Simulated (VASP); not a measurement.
# InTe3Mo (Pm-3m) in VASP: single point with PBE

Aim: the single point of InTe3Mo with PBE.

Everything below comes from runs of VASP 6.6.1. Logs are shortened: lines on timing, memory, paths and dates and some standing lists are left out, and cuts for length are marked.

## Step 1: The cell of the first run

It takes space group Pm-3m (No. 221, cubic). The conventional cell has a = 5.640 Å, b = 5.640 Å, c = 5.640 Å, α = 90.00°, β = 90.00°, γ = 90.00°. Within 5.2 Å of In (site symmetry m-3m) lie 12 Te at 3.99 Å and 8 Mo at 4.88 Å. Within 3.7 Å of Te (site symmetry 4/mmm) lie 2 Mo at 2.82 Å. Mo (site symmetry m-3m) has 6 Te at 2.82 Å within 3.7 Å.

## Step 2: Single point, PBE

Contents of INCAR:

```
SYSTEM = InTe3Mo
PREC     = Accurate       ! precision mode
ENCUT    = 520            ! plane-wave cutoff, eV
EDIFF    = 1E-6           ! SCF threshold, eV
ISMEAR   = 0              ! smearing method
SIGMA    = 0.1            ! smearing width, eV
LREAL    = .FALSE.        ! projectors in reciprocal space
LASPH    = .TRUE.         ! aspherical terms in the spheres
NELM     = 100            ! most SCF steps
ALGO     = Normal         ! electronic algorithm
ISIF     = 2              ! what is computed and relaxed
LWAVE    = .FALSE.        ! write WAVECAR
LCHARG   = .FALSE.        ! write CHGCAR
GGA      = PE             ! functional
NBANDS   = 30             ! bands
```

Contents of KPOINTS:

```
Automatic mesh
0
G
  4 4 4
  0 0 0
```

Contents of POSCAR:

```
InTe3Mo
1.0
    5.6397999600      0.0000000000      0.0000000000
    0.0000000000      5.6397999600      0.0000000000
    0.0000000000      0.0000000000      5.6397999600
In Te Mo
1 3 1
Direct
    0.5000000000      0.5000000000      0.5000000000
    0.5000000000      0.0000000000      0.0000000000
    0.0000000000      0.5000000000      0.0000000000
    0.0000000000      0.0000000000      0.5000000000
    0.0000000000      0.0000000000      0.0000000000
```

Potentials or basis: VASP PAW PBE potentials, release 64 (In_d, Te, Mo_sv).

Command:

```sh
$ cat potpaw_PBE.64/In_d/POTCAR potpaw_PBE.64/Te/POTCAR potpaw_PBE.64/Mo_sv/POTCAR > POTCAR
$ mpirun -np 1 vasp_std > vasp.out
```

OUTCAR:

```text
SYSTEM = InTe3Mo
   PREC = Accurate
   ENCUT = 520
   EDIFF = 1E-6
   ISMEAR = 0
   LREAL = .FALSE.
   LASPH = .TRUE.
   NELM = 100
   ISIF = 2
   GGA = PE

 ion  position               nearest neighbor table
   1  0.500  0.500  0.500-
   2  0.500  0.000  0.000-   5 2.82   5 2.82
   3  0.000  0.500  0.000-   5 2.82   5 2.82
   4  0.000  0.000  0.500-   5 2.82   5 2.82
   5  0.000  0.000  0.000-   2 2.82   3 2.82   4 2.82   4 2.82   3 2.82   2 2.82

  LATTYP: Found a simple cubic cell.
 ALAT       =     5.6397999600

  Lattice vectors:

 A1 = (   5.6397999600,   0.0000000000,   0.0000000000)
 A2 = (   0.0000000000,   5.6397999600,   0.0000000000)
 A3 = (   0.0000000000,   0.0000000000,   5.6397999600)

Analysis of symmetry for initial positions (statically):
=====================================================================
 Subroutine PRICEL returns:
 Original cell was already a primitive cell.

 Routine SETGRP: Setting up the symmetry group for a
 simple cubic supercell.

 Subroutine GETGRP returns: Found 48 space group operations
 (whereof 48 operations were pure point group operations)
 out of a pool of 48 trial point group operations.

The static configuration has the point symmetry O_h .

Analysis of symmetry for dynamics (positions and initial velocities):
=====================================================================
 Subroutine PRICEL returns:
 Original cell was already a primitive cell.

 Routine SETGRP: Setting up the symmetry group for a
 simple cubic supercell.

 Subroutine GETGRP returns: Found 48 space group operations
 (whereof 48 operations were pure point group operations)
 out of a pool of 48 trial point group operations.

The dynamic configuration has the point symmetry O_h .

 Subroutine INISYM returns: Found 48 space group operations
 (whereof 48 operations are pure point group operations),
 and found     1 'primitive' translations

----------------------------------------------------------------------------------------

                                     Primitive cell

  volume of cell :     179.3871

  direct lattice vectors                    reciprocal lattice vectors
     5.639799960  0.000000000  0.000000000     0.177311253  0.000000000  0.000000000
     0.000000000  5.639799960  0.000000000     0.000000000  0.177311253  0.000000000
     0.000000000  0.000000000  5.639799960     0.000000000  0.000000000  0.177311253

  length of vectors
     5.639799960  5.639799960  5.639799960     0.177311253  0.177311253  0.177311253

  position of ions in fractional coordinates (direct lattice)
     0.500000000  0.500000000  0.500000000
     0.500000000  0.000000000  0.000000000
     0.000000000  0.500000000  0.000000000
     0.000000000  0.000000000  0.500000000
     0.000000000  0.000000000  0.000000000

  ion indices of the primitive-cell ions
   primitive index   ion index
                 1           1
                 2           2
                 3           3
                 4           4
                 5           5

----------------------------------------------------------------------------------------

 KPOINTS: Automatic mesh

Automatic generation of k-mesh.
 Grid dimensions read from file:
 generate k-points for:    4    4    4

 Generating k-lattice:

  Cartesian coordinates                     Fractional coordinates (reciprocal lattice)
     0.044327813  0.000000000  0.000000000     0.250000000  0.000000000  0.000000000
     0.000000000  0.044327813  0.000000000     0.000000000  0.250000000  0.000000000
     0.000000000  0.000000000  0.044327813     0.000000000  0.000000000  0.250000000

  Length of vectors
     0.044327813  0.044327813  0.044327813

  Shift w.r.t. Gamma in fractional coordinates (k-lattice)
     0.000000000  0.000000000  0.000000000

 Subroutine IBZKPT returns following result:
 ===========================================

 Found     10 irreducible k-points:

 Following reciprocal coordinates:
            Coordinates               Weight
  0.000000  0.000000  0.000000      1.000000
  0.250000  0.000000  0.000000      6.000000
  0.500000  0.000000  0.000000      3.000000
  0.250000  0.250000  0.000000     12.000000
  0.500000  0.250000  0.000000     12.000000
  0.500000  0.500000  0.000000      3.000000
  0.250000  0.250000  0.250000      8.000000
  0.500000  0.250000  0.250000     12.000000
  0.500000  0.500000  0.250000      6.000000
  0.500000  0.500000  0.500000      1.000000
   k-points           NKPTS =     10   k-points in BZ     NKDIM =     10   number of bands    NBANDS=     30
   number of dos      NEDOS =    301   number of ions     NIONS =      5
   total plane-waves  NPLWV =  74088
   dimension x,y,z NGX =    42 NGY =   42 NGZ =   42
   dimension x,y,z NGXF=    84 NGYF=   84 NGZF=   84
   ions per type =               1   3   1
   NGX,Y,Z   is equivalent  to a cutoff of  12.38, 12.38, 12.38 a.u.
   NGXF,Y,Z  is equivalent  to a cutoff of  24.76, 24.76, 24.76 a.u.
 SYSTEM =  InTe3Mo
   PREC   = accura    normal or accurate (medium, high low for compatibility)
   ISTART =      0    job   : 0-new  1-cont  2-samecut
   ICHARG =      2    charge: 1-file 2-atom 10-const
   ISPIN  =      1    spin polarized calculation?
   LNONCOLLINEAR =      F non collinear calculations
   LSORBIT =      F    spin-orbit coupling
   LASPH  =      T    aspherical Exc in radial PAW
   ENCUT  =  520.0 eV  38.22 Ry    6.18 a.u.  10.49 10.49 10.49*2*pi/ulx,y,z
   NELM   =    100;   NELMIN=  2; NELMDL= -5     # of ELM steps
   EDIFF  = 0.1E-05   stopping-criterion for ELM
   LREAL  =      F    real-space projection
   EDIFFG = 0.1E-04   stopping-criterion for IOM
   NSW    =      0    number of steps for IOM
   IBRION =     -1    ionic relax: 0-MD 1-quasi-New 2-CG
   NFREE  =      0    steps in history (QN), initial steepest desc. (CG)
   ISIF   =      2    stress and relaxation
   ISYM   =      2    0-nonsym 1-usesym 2-fastsym
   POTIM  = 0.5000    time-step for ionic-motion
   TEBEG  =    0.0;   TEEND  =   0.0 temperature during run
   PSTRESS=    0.0 pullay stress
   NELECT =      45.0000    total number of electrons
   NUPDOWN=      -1.0000    fix difference up-down
   EMIN   =  10.00;   EMAX   =-10.00  energy-range for DOS
   EFERMI =   0.00;   METHOD = LEGACY
   ISMEAR =     0;   SIGMA  =   0.10  broadening in eV -4-tet -1-fermi 0-gaus
   EFERMI_NEDOS =   21; number of points for ismear=-14 and -15
   IALGO  =     38    algorithm
   IMIX   =      4    mixing-type and parameters
     AMIX     =   0.40;   BMIX     =  1.00
     AMIX_MAG =   1.60;   BMIX_MAG =  1.00
  volume/ion in A,a.u.               =      35.88       242.11
  Fermi-wavevector in a.u.,A,eV,Ry     =   1.032481  1.951106 14.504035  1.066017
  Thomas-Fermi vector in A             =   2.166681
   LORBIT       =      0    0 simple, 1 ext, 2 COOP (PROOUT), +10 PAW based schemes
   GGA     = PE    functional components
   LHFCALC =     F    Hartree Fock is set to
   AEXX    =    0.0000 exact exchange contribution
   IVDW    =     0    specifies the selected vdW correction
   LEPSILON=     F    determine dielectric tensor
   LRPA    =     F    only Hartree local field effects (RPA)
 non-spin polarized calculation
 Gauss-broadening in eV      SIGMA  =   0.10
  energy-cutoff  :      520.00
  volume of cell :      179.39
 maximum number of plane-waves:      4842
 NGX is ok and might be reduce to    42
   NGX = 21   NGY = 21   NGZ = 21

 number of electron      45.0000005 magnetization

 Free energy of the ion-electron system (eV)
  ---------------------------------------------------
  ext. energy  EPLUGINS =         0.00000000
  ---------------------------------------------------
  free energy    TOTEN  =       -21.09382089 eV

  energy without entropy =      -21.06218346  energy(sigma->0) =      -21.07800217

 E-fermi :   4.5356     XC(G=0):  -8.7809

 val. band max:        4.5323318775   @ k =   0.2500   0.2500   0.2500
 cond. band min:       4.6174298623   @ k =   0.2500   0.0000   0.0000
 fundamental gap:      0.0850979848
 Fermi energy:         4.5356357724

 k-point     1 :       0.0000    0.0000    0.0000
  band No.  band energies     occupation
      1     -57.0845      2.00000
      2     -31.1476      2.00000
      3     -31.1476      2.00000
      4     -31.1476      2.00000
      5     -10.0646      2.00000
      6     -10.0646      2.00000
[... 22 lines left out ...]
     29       8.1453      0.00000
     30       8.1453      0.00000

 k-point     2 :       0.2500    0.0000    0.0000
  band No.  band energies     occupation
      1     -57.0845      2.00000
      2     -31.1476      2.00000
      3     -31.1476      2.00000
      4     -31.1471      2.00000
      5     -10.0643      2.00000
      6     -10.0637      2.00000
[... 22 lines left out ...]
     29       7.6492      0.00000
     30       7.6492      0.00000

 k-point     3 :       0.5000    0.0000    0.0000
  band No.  band energies     occupation
      1     -57.0846      2.00000
      2     -31.1475      2.00000
      3     -31.1475      2.00000
      4     -31.1466      2.00000
      5     -10.0639      2.00000
      6     -10.0629      2.00000
[... 22 lines left out ...]
     29       7.3248      0.00000
     30       7.3248      0.00000

 k-point     4 :       0.2500    0.2500    0.0000
  band No.  band energies     occupation
      1     -57.0846      2.00000
      2     -31.1475      2.00000
      3     -31.1471      2.00000
      4     -31.1471      2.00000
      5     -10.0638      2.00000
      6     -10.0632      2.00000
[... 154 lines left out ...]
     29       7.7329      0.00000
     30       7.9114      0.00000

 k-point     9 :       0.5000    0.5000    0.2500
  band No.  band energies     occupation
      1     -57.0847      2.00000
      2     -31.1469      2.00000
      3     -31.1464      2.00000
      4     -31.1464      2.00000
      5     -10.0650      2.00000
      6     -10.0639      2.00000
[... 22 lines left out ...]
     29       8.0504      0.00000
     30       9.0333      0.00000

 k-point    10 :       0.5000    0.5000    0.5000
  band No.  band energies     occupation
      1     -57.0847      2.00000
      2     -31.1464      2.00000
      3     -31.1464      2.00000
      4     -31.1464      2.00000
      5     -10.0649      2.00000
      6     -10.0649      2.00000
[... 22 lines left out ...]
     29       9.0687      0.00000
     30       9.2067      0.00000

------------------------ aborting loop because EDIFF is reached ----------------------------------------

  FORCE on cell =-STRESS in cart. coord.  units (eV):
  Direction    XX          YY          ZZ          XY          YZ          ZX
  --------------------------------------------------------------------------------------
  -------------------------------------------------------------------------------------
  Total       -5.6480459     -5.6480459     -5.6480459      0.0000000      0.0000000     -0.0000000
  in kB      -50.4449500    -50.4449500    -50.4449500      0.0000000      0.0000000     -0.0000000
  external PRESSURE =     -50.4449500 kB  Pullay stress =       0.0000000 kB

 VOLUME and BASIS-vectors are now :
 -----------------------------------------------------------------------------
  energy-cutoff  :      520.00
  volume of cell :      179.39
      direct lattice vectors                 reciprocal lattice vectors
     5.639799960  0.000000000  0.000000000     0.177311253  0.000000000  0.000000000
     0.000000000  5.639799960  0.000000000     0.000000000  0.177311253  0.000000000
     0.000000000  0.000000000  5.639799960     0.000000000  0.000000000  0.177311253

 POSITION                                       TOTAL-FORCE (eV/Angst)
 -----------------------------------------------------------------------------------
      2.81990      2.81990      2.81990         0.000000      0.000000      0.000000
      2.81990      0.00000      0.00000         0.000000      0.000000      0.000000
      0.00000      2.81990      0.00000         0.000000      0.000000      0.000000
      0.00000      0.00000      2.81990         0.000000      0.000000      0.000000
      0.00000      0.00000      0.00000         0.000000      0.000000      0.000000
 -----------------------------------------------------------------------------------
    total drift:                                0.000000      0.000000     -0.000000

  FREE ENERGIE OF THE ION-ELECTRON SYSTEM (eV)
  ---------------------------------------------------
  free  energy   TOTEN  =       -21.0938208878 eV

  energy  without entropy=      -21.0621834622  energy(sigma->0) =      -21.07800217
```

Wall time 95 s (1 thread of Intel Xeon 8259CL, shared host); peak memory 0.28 GiB.

What came out:

```
Free energy : -21.0938 eV
Pressure    : -5.0 GPa
```

Caveat: spin-orbit coupling is left out, which moves the levels of the heavy elements.
